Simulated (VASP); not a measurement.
# InP3 (R-3m) in VASP: single point with r2SCAN

Aim: the single point of InP3 with r2SCAN.

All numbers are computed with VASP 6.6.1; they aren't measurements. Logs are shortened: lines on timing, memory, paths and dates and some standing lists are left out, and cuts for length are marked.

**1. The cell of the first run**

Symmetry: R-3m, No. 166, trigonal system. The conventional cell has a = 7.483 Å, b = 7.483 Å, c = 10.108 Å, α = 90.00°, β = 90.00°, γ = 120.00°. In (site symmetry 3m) has 6 P at 2.66 to 2.92 Å within 3.5 Å. P (site symmetry m) has 2 P at 2.21 Å and 2 In at 2.66 to 2.92 Å within 3.0 Å.

**2. Single point, r2SCAN**

Input file POSCAR:

```
InP3
1.0
    3.7414989589      2.1601554311      3.3692519835
   -3.7414989589      2.1601554311      3.3692519835
    0.0000000000     -4.3203108622      3.3692519835
In P
2 6
Direct
    0.2702519980      0.2702519980      0.2702519980
    0.7297480020      0.7297480020      0.7297480020
    0.7982893842      0.2446976855      0.7982893842
    0.7982893842      0.7982893842      0.2446976855
    0.2446976855      0.7982893842      0.7982893842
    0.2017106158      0.7553023145      0.2017106158
    0.7553023145      0.2017106158      0.2017106158
    0.2017106158      0.2017106158      0.7553023145
```

Input file INCAR.step1:

```
PREC     = Accurate       # precision mode
ENCUT    = 520            # plane-wave cutoff, eV
ISMEAR   = 0              # smearing method
SIGMA    = 0.1            # smearing width, eV
LREAL    = F              # projectors in reciprocal space
LASPH    = T              # aspherical terms in the spheres
NELM     = 80             # most SCF steps
NBANDS   = 38             # bands
GGA      = PE             # functional
ALGO     = Normal         # electronic algorithm
EDIFF    = 1E-4           # SCF threshold, eV
LWAVE    = T              # write WAVECAR
LCHARG   = F              # write CHGCAR
```

Input file INCAR.step2:

```
PREC     = Accurate       # precision mode
ENCUT    = 520            # plane-wave cutoff, eV
EDIFF    = 1E-7           # SCF threshold, eV
ISMEAR   = 0              # smearing method
SIGMA    = 0.1            # smearing width, eV
LREAL    = F              # projectors in reciprocal space
LASPH    = T              # aspherical terms in the spheres
NELM     = 80             # most SCF steps
ALGO     = Normal         # electronic algorithm
ISIF     = 2              # what is computed and relaxed
LWAVE    = F              # write WAVECAR
LCHARG   = T              # write CHGCAR
METAGGA  = R2SCAN         # meta-GGA
LMIXTAU  = T            
LELF     = T              # ELF
LVHAR    = T            
NBANDS   = 38             # bands
ISTART   = 1
```

Input file KPOINTS:

```
Automatic mesh
0
Gamma
  6 6 6
```

Potentials or basis: VASP PAW PBE potentials, release 64 (In_d, P).

Launch:

```
$ cat potpaw_PBE.64/In_d/POTCAR potpaw_PBE.64/P/POTCAR > POTCAR
$ cp INCAR.step1 INCAR
$ mpirun -np 1 vasp_std > vasp.out
$ cp INCAR.step2 INCAR
$ mpirun -np 1 vasp_std > vasp.out
```

OUTCAR:

```text
PREC = Accurate
   ENCUT = 520
   EDIFF = 1E-7
   ISMEAR = 0
   LREAL = F
   LASPH = T
   NELM = 80
   ISIF = 2
   METAGGA = R2SCAN
   ISTART = 1

 ion  position               nearest neighbor table
   1  0.270  0.270  0.270-   6 2.66   7 2.66   8 2.66   6 2.92   7 2.92   8 2.92
   2  0.730  0.730  0.730-   3 2.66   5 2.66   4 2.66   3 2.92   5 2.92   4 2.92
   3  0.798  0.245  0.798-   8 2.21   7 2.21   2 2.66   2 2.92
   4  0.798  0.798  0.245-   6 2.21   7 2.21   2 2.66   2 2.92
   5  0.245  0.798  0.798-   8 2.21   6 2.21   2 2.66   2 2.92
   6  0.202  0.755  0.202-   4 2.21   5 2.21   1 2.66   1 2.92
   7  0.755  0.202  0.202-   4 2.21   3 2.21   1 2.66   1 2.92
   8  0.202  0.202  0.755-   3 2.21   5 2.21   1 2.66   1 2.92

  LATTYP: Found a trigonal (rhomboedric) cell.
 ALAT       =     5.4787722050
 COS(alpha) =     0.0672725344

  Lattice vectors:

 A1 = (   3.7414989589,   2.1601554311,   3.3692519835)
 A2 = (  -3.7414989589,   2.1601554311,   3.3692519835)
 A3 = (   0.0000000000,  -4.3203108622,   3.3692519835)

Analysis of symmetry for initial positions (statically):
=====================================================================
 Subroutine PRICEL returns:
 Original cell was already a primitive cell.

 Routine SETGRP: Setting up the symmetry group for a
 trigonal (rhombohedral) supercell.

 Subroutine GETGRP returns: Found 12 space group operations
 (whereof 12 operations were pure point group operations)
 out of a pool of 12 trial point group operations.

The static configuration has the point symmetry D_3d.

Analysis of symmetry for dynamics (positions and initial velocities):
=====================================================================
 Subroutine PRICEL returns:
 Original cell was already a primitive cell.

 Routine SETGRP: Setting up the symmetry group for a
 trigonal (rhombohedral) supercell.

 Subroutine GETGRP returns: Found 12 space group operations
 (whereof 12 operations were pure point group operations)
 out of a pool of 12 trial point group operations.

The dynamic configuration has the point symmetry D_3d.

 Subroutine INISYM returns: Found 12 space group operations
 (whereof 12 operations are pure point group operations),
 and found     1 'primitive' translations

----------------------------------------------------------------------------------------

                                     Primitive cell

  volume of cell :     163.3862

  direct lattice vectors                    reciprocal lattice vectors
     3.741498959  2.160155431  3.369251983     0.133636279  0.077154942  0.098933928
    -3.741498959  2.160155431  3.369251983    -0.133636279  0.077154942  0.098933928
     0.000000000 -4.320310862  3.369251983     0.000000000 -0.154309884  0.098933928

  length of vectors
     5.478772205  5.478772205  5.478772205     0.183301561  0.183301561  0.183301561

  position of ions in fractional coordinates (direct lattice)
     0.270251998  0.270251998  0.270251998
     0.729748002  0.729748002  0.729748002
     0.798289384  0.244697686  0.798289384
     0.798289384  0.798289384  0.244697686
     0.244697686  0.798289384  0.798289384
     0.201710616  0.755302314  0.201710616
     0.755302314  0.201710616  0.201710616
     0.201710616  0.201710616  0.755302314

  ion indices of the primitive-cell ions
   primitive index   ion index
                 1           1
                 2           2
                 3           3
                 4           4
                 5           5
                 6           6
                 7           7
                 8           8

----------------------------------------------------------------------------------------

 KPOINTS: Automatic mesh

Automatic generation of k-mesh.
 Grid dimensions read from file:
 generate k-points for:    6    6    6

 Generating k-lattice:

  Cartesian coordinates                     Fractional coordinates (reciprocal lattice)
     0.022272713  0.012859157  0.016488988     0.166666667 -0.000000000  0.000000000
    -0.022272713  0.012859157  0.016488988    -0.000000000  0.166666667  0.000000000
     0.000000000 -0.025718314  0.016488988     0.000000000  0.000000000  0.166666667

  Length of vectors
     0.030550260  0.030550260  0.030550260

  Shift w.r.t. Gamma in fractional coordinates (k-lattice)
     0.000000000  0.000000000  0.000000000

 Subroutine IBZKPT returns following result:
 ===========================================

 Found     32 irreducible k-points:

 Following reciprocal coordinates:
            Coordinates               Weight
  0.000000  0.000000  0.000000      1.000000
  0.166667  0.000000  0.000000      6.000000
  0.333333  0.000000  0.000000      6.000000
  0.500000  0.000000  0.000000      3.000000
  0.166667  0.166667  0.000000      6.000000
  0.333333  0.166667  0.000000     12.000000
[... 16 lines left out ...]
  0.500000  0.500000  0.166667      6.000000
 -0.333333  0.500000  0.166667     12.000000
 [... further k-points ...]
   k-points           NKPTS =     32   k-points in BZ     NKDIM =     32   number of bands    NBANDS=     38
   number of dos      NEDOS =    301   number of ions     NIONS =      8
   total plane-waves  NPLWV =  74088
   dimension x,y,z NGX =    42 NGY =   42 NGZ =   42
   dimension x,y,z NGXF=    84 NGYF=   84 NGZF=   84
   ions per type =               2   6
   NGX,Y,Z   is equivalent  to a cutoff of  12.74, 12.74, 12.74 a.u.
   NGXF,Y,Z  is equivalent  to a cutoff of  25.49, 25.49, 25.49 a.u.
 SYSTEM =  unknown system
   PREC   = accura    normal or accurate (medium, high low for compatibility)
   ISTART =      1    job   : 0-new  1-cont  2-samecut
   ICHARG =      0    charge: 1-file 2-atom 10-const
   ISPIN  =      1    spin polarized calculation?
   LNONCOLLINEAR =      F non collinear calculations
   LSORBIT =      F    spin-orbit coupling
   LASPH  =      T    aspherical Exc in radial PAW
   ENCUT  =  520.0 eV  38.22 Ry    6.18 a.u.  10.19 10.19 10.19*2*pi/ulx,y,z
   NELM   =     80;   NELMIN=  2; NELMDL=  0     # of ELM steps
   EDIFF  = 0.1E-06   stopping-criterion for ELM
   LREAL  =      F    real-space projection
   EDIFFG = 0.1E-05   stopping-criterion for IOM
   NSW    =      0    number of steps for IOM
   IBRION =     -1    ionic relax: 0-MD 1-quasi-New 2-CG
   NFREE  =      0    steps in history (QN), initial steepest desc. (CG)
   ISIF   =      2    stress and relaxation
   ISYM   =      2    0-nonsym 1-usesym 2-fastsym
   POTIM  = 0.5000    time-step for ionic-motion
   TEBEG  =    0.0;   TEEND  =   0.0 temperature during run
   PSTRESS=    0.0 pullay stress
   NELECT =      56.0000    total number of electrons
   NUPDOWN=      -1.0000    fix difference up-down
   EMIN   =  10.00;   EMAX   =-10.00  energy-range for DOS
   EFERMI =   0.00;   METHOD = LEGACY
   ISMEAR =     0;   SIGMA  =   0.10  broadening in eV -4-tet -1-fermi 0-gaus
   EFERMI_NEDOS =   21; number of points for ismear=-14 and -15
   IALGO  =     38    algorithm
   IMIX   =      4    mixing-type and parameters
     AMIX     =   0.40;   BMIX     =  1.00
     AMIX_MAG =   1.60;   BMIX_MAG =  1.00
  volume/ion in A,a.u.               =      20.42       137.82
  Fermi-wavevector in a.u.,A,eV,Ry     =   1.145686  2.165033 17.858967  1.312597
  Thomas-Fermi vector in A             =   2.282374
   LORBIT       =      0    0 simple, 1 ext, 2 COOP (PROOUT), +10 PAW based schemes
   METAGGA = R2SCAN    functional components
   LHFCALC =     F    Hartree Fock is set to
   AEXX    =    0.0000 exact exchange contribution
   IVDW    =     0    specifies the selected vdW correction
   LEPSILON=     F    determine dielectric tensor
   LRPA    =     F    only Hartree local field effects (RPA)
 non-spin polarized calculation
 Gauss-broadening in eV      SIGMA  =   0.10
  energy-cutoff  :      520.00
  volume of cell :      163.39
 maximum number of plane-waves:      4416
 NGX is ok and might be reduce to    42
   NGX = 21   NGY = 21   NGZ = 21

 number of electron      56.0000015 magnetization

 Free energy of the ion-electron system (eV)
  ---------------------------------------------------
  ext. energy  EPLUGINS =         0.00000000
  ---------------------------------------------------
  free energy    TOTEN  =      -100.15801638 eV

  energy without entropy =     -100.14977273  energy(sigma->0) =     -100.15389456

 E-fermi :   6.2903     XC(G=0): -10.5599

 val. band max:        6.2901358548   @ k =   0.5000   0.5000   0.1667
 cond. band min:       6.3447928463   @ k =   0.5000   0.5000   0.3333
 fundamental gap:      0.0546569915
 Fermi energy:         6.2903110614

 k-point     1 :       0.0000    0.0000    0.0000
  band No.  band energies     occupation
      1      -8.7081      2.00000
      2      -8.7081      2.00000
      3      -8.5751      2.00000
      4      -8.5751      2.00000
      5      -8.4800      2.00000
      6      -8.4676      2.00000
[... 30 lines left out ...]
     37      12.8809      0.00000
     38      14.0694      0.00000

 k-point     2 :       0.1667    0.0000    0.0000
  band No.  band energies     occupation
      1      -8.7249      2.00000
      2      -8.6992      2.00000
      3      -8.5803      2.00000
      4      -8.5709      2.00000
      5      -8.4892      2.00000
      6      -8.4795      2.00000
[... 30 lines left out ...]
     37      12.2207      0.00000
     38      13.2941      0.00000

 k-point     3 :       0.3333    0.0000    0.0000
  band No.  band energies     occupation
      1      -8.7380      2.00000
      2      -8.6784      2.00000
      3      -8.5938      2.00000
      4      -8.5663      2.00000
      5      -8.4904      2.00000
      6      -8.4815      2.00000
[... 30 lines left out ...]
     37      12.0908      0.00000
[... 781 lines left out ...]
 k-point    23 :       0.5000    0.5000    0.1667
  band No.  band energies     occupation
      1      -8.7130      2.00000
      2      -8.5941      2.00000
      3      -8.5595      2.00000
      4      -8.5495      2.00000
      5      -8.5214      2.00000
      6      -8.4772      2.00000
[... 30 lines left out ...]
     37      11.1073      0.00000
     38      11.2270      0.00000

 k-point    24 :      -0.3333    0.5000    0.1667
  band No.  band energies     occupation
      1      -8.7295      2.00000
      2      -8.5965      2.00000
      3      -8.5736      2.00000
      4      -8.5546      2.00000
      5      -8.5042      2.00000
      6      -8.4800      2.00000
[... 30 lines left out ...]
     37      11.2798      0.00000
     38      11.4579      0.00000

 [... further k-points ...]
[... 5 lines left out ...]
  --------------------------------------------------------------------------------------
  -------------------------------------------------------------------------------------
  Total       -0.4194032     -0.4194032     -0.2839266      0.0000000     -0.0000000      0.0000000
  in kB       -4.1126995     -4.1126995     -2.7842051      0.0000000     -0.0000000      0.0000000
  external PRESSURE =      -3.6698681 kB  Pullay stress =       0.0000000 kB

 VOLUME and BASIS-vectors are now :
 -----------------------------------------------------------------------------
  energy-cutoff  :      520.00
  volume of cell :      163.39
      direct lattice vectors                 reciprocal lattice vectors
     3.741498959  2.160155431  3.369251983     0.133636279  0.077154942  0.098933928
    -3.741498959  2.160155431  3.369251983    -0.133636279  0.077154942  0.098933928
     0.000000000 -4.320310862  3.369251983     0.000000000 -0.154309884  0.098933928

 POSITION                                       TOTAL-FORCE (eV/Angst)
 -----------------------------------------------------------------------------------
      0.00000      0.00000      2.73164         0.000000      0.000000      0.015412
      0.00000      0.00000      7.37611         0.000000      0.000000     -0.015412
      2.07126     -1.19584      6.20372         0.053666     -0.030984      0.082756
      0.00000      2.39169      6.20372         0.000000      0.061968      0.082756
     -2.07126     -1.19584      6.20372        -0.053666     -0.030984      0.082756
     -2.07126      1.19584      3.90403        -0.053666      0.030984     -0.082756
      2.07126      1.19584      3.90403         0.053666      0.030984     -0.082756
      0.00000     -2.39169      3.90403         0.000000     -0.061968     -0.082756
 -----------------------------------------------------------------------------------
    total drift:                               -0.000000      0.000000     -0.000000

  FREE ENERGIE OF THE ION-ELECTRON SYSTEM (eV)
  ---------------------------------------------------
  free  energy   TOTEN  =      -100.1580163838 eV

  energy  without entropy=     -100.1497727339  energy(sigma->0) =     -100.15389456
```

Run time: 20 min. Hardware: 1 thread of AMD EPYC 9755, shared host; peak memory 0.33 GiB.

What came out:

| Property | Result |
| --- | --- |
| Free energy | -100.1580 eV |
| Pressure | -0.4 GPa |
| Largest force | 0.103 eV/Å |
| Band gap on the k mesh | zero (bands 28 and 29 overlap by 0.33 eV) |

Forces in eV/Å, atoms in the order of the input:
```
In   0.000  0.000  0.015
In   0.000  0.000 -0.015
P    0.054 -0.031  0.083
P    0.000  0.062  0.083
P   -0.054 -0.031  0.083
P   -0.054  0.031 -0.083
P    0.054  0.031 -0.083
P    0.000 -0.062 -0.083
```

Caveat: semilocal functionals underestimate gaps, and a narrow one can read as zero; the PAW data sets were made with another functional, which shifts forces and pressure a little; spin-orbit coupling is left out, which moves the levels of the heavy elements.

The gap in the log of VASP goes by the Fermi energy; the results here count the filled bands.